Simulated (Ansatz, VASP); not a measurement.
# In2GeS2 in VASP and in Ansatz

INCAR

```
PREC = Accurate ; ENCUT = 600
EDIFF = 1E-6 ; ISMEAR = 0
SIGMA = 0.1 ; LREAL = F
LASPH = T ; NELM = 80
ALGO = Normal ; ISIF = 3
LWAVE = F ; LCHARG = F
GGA = PE ; IBRION = 2
NSW = 90 ; EDIFFG = -0.04
```

Contents of KPOINTS:

```
regular mesh
0
Gamma
  6 6 2
```

The input POSCAR:

```
In2GeS2
1.0
    4.4540762300      0.0000000000      0.0000000000
   -2.2270381200      3.8573431700      0.0000000000
    0.0000000000      0.0000000000      7.7488914300
In Ge S
2 1 2
Direct
    0.6666666700      0.3333333300      0.2264030000
    0.6666666700      0.3333333300      0.7735970000
    0.0000000000      0.0000000000      0.5000000000
    0.0000000000      0.0000000000      0.0000000000
    0.3333333300      0.6666666700      0.5000000000
```

Input for Ansatz:

```yaml
crystal:
  lattice:
    - [4.45407623, 0.0, 0.0]
    - [-2.22703812, 3.85734317, 0.0]
    - [0.0, 0.0, 7.74889143]
  atoms:
    - { symbol: In, position: [0.66666667, 0.33333333, 0.226403] }
    - { symbol: In, position: [0.66666667, 0.33333333, 0.773597] }
    - { symbol: Ge, position: [0.0, 0.0, 0.5] }
    - { symbol: S, position: [0.0, 0.0, 0.0] }
    - { symbol: S, position: [0.33333333, 0.66666667, 0.5] }
basis:
  ecutwfc: 420
kpoints:
  mp_grid: { grid: [6, 6, 2] }
hamiltonian:
  xc: pbe
scf:
  occupations: { method: gaussian, width: 0.1 }
  lower_state_search: "off"
output:
  forces: true
  stress: true
  eigenvalues: true
relax:
  adjacent_minimum: "off"
  f_tol: 0.04
  max_steps: 70
  cell: { stress_tol: 0.4 }
```

Change from the starting cell: species swapped into the Eu2ZnSb2 type (P-6m2, No. 187).

Alike in both runs: task relaxation of cell and atoms; functional PBE; k mesh 6 × 6 × 2; occupations gaussian, width 0.1 eV; no spin polarisation.

```csv
,VASP,Ansatz
version,VASP 6.6.1,Ansatz 0.2.0
potentials or method,"VASP PAW PBE potentials, release 64 (In_d, Ge_d, S), cutoff 600 eV","scalar-relativistic, plane waves, PAW"
valence electrons in the cell,52,52
```

```csv
,VASP,Ansatz,Ansatz less VASP
"gap on the k mesh at the Fermi level, each at its own relaxed structure (eV)",none,none,-
relaxed volume (Å³/atom),27.87,27.67,-0.204
relaxed length of the cell vector where the two differ most in proportion (Å),8.811,8.707,-0.1044
```

A gap of «none» marks a metal or a gap that the smearing closes.

The k mesh is coarse, so the values compare programs but aren't converged.
